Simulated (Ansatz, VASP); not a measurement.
# Two plane-wave programs on Zn

```
Zn
1.0
     3.21481    0.00000    0.00000
     0.00000    3.21481    0.00000
     0.00000    0.00000    2.95784
Zn
2
Direct
  0.50000 0.00000 0.75001
  0.00000 0.50000 0.24999
```

Alike in both runs: functional PBE; k mesh 6 × 6 × 6; occupations gaussian, width 0.1 eV; no spin polarisation.

Ansatz relaxed the structure, and its values are those at the end. VASP's run is a single point on that final structure, the one shown.

|  | VASP | Ansatz |
| --- | --- | --- |
| version | VASP 6.6.1 | Ansatz 0.2.0 |
| potentials or method | VASP PAW PBE potentials, release 64 (Zn), cutoff 520 eV | scalar-relativistic, plane waves, PAW |
| valence electrons in the cell | 24 | 24 |

|  | VASP | Ansatz | Ansatz less VASP |
| --- | --- | --- | --- |
| gap on the k mesh at the Fermi level (eV) | none | none | - |
| pressure (GPa) | -0.1 | 0.0 | +0.07 |

A gap of «none» marks a metal or a gap that the smearing closes.
